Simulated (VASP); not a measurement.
Here is a VASP 6.6.1 calculation.

The input POSCAR:

```
MgO
1.0
    3.4488845301      0.0000000000      0.0000000000
   -1.7244422651      2.9868216178      0.0000000000
    0.0000000000      0.0000000000      4.1430383669
Mg O
2 2
Direct
    0.6666666667      0.3333333333      0.7500000000
    0.3333333333      0.6666666667      0.2500000000
    0.6666666667      0.3333333333      0.2500000000
    0.3333333333      0.6666666667      0.7500000000
```

File INCAR.step1:

```
ALGO = Normal
EDIFF = 1E-4
ENCUT = 520
GGA = PE
ISMEAR = 0
LASPH = T
LCHARG = F
LREAL = F
LWAVE = T
NBANDS = 16
NELM = 60
PREC = Accurate
SIGMA = 0.01
```

Contents of INCAR.step2:

```
ALGO = Normal
EDIFF = 1E-7
ENCUT = 520
ISIF = 2
ISMEAR = 0
ISTART = 1
LASPH = T
LCHARG = F
LMIXTAU = T
LREAL = F
LWAVE = F
METAGGA = R2SCAN
NBANDS = 16
NELM = 60
PREC = Accurate
SIGMA = 0.01
```

The input KPOINTS:

```
k-points
0
Gamma
  9 9 6
```

Potentials or basis: VASP PAW PBE potentials, release 64 (Mg, O).

Run with:

```sh
$ cat potpaw_PBE.64/Mg/POTCAR potpaw_PBE.64/O/POTCAR > POTCAR
$ cp INCAR.step1 INCAR
$ mpirun -np 1 vasp_std > vasp.out
$ cp INCAR.step2 INCAR
$ mpirun -np 1 vasp_std > vasp.out
```

(1) Predict the pressure.

(2) What does it give for the band gap on the k mesh?

Answers

(1) 3.7 GPa.

(2) 4.24 eV.

Caveat: the cell stands under pressure; the PAW data sets were made with another functional, which shifts forces and pressure a little.
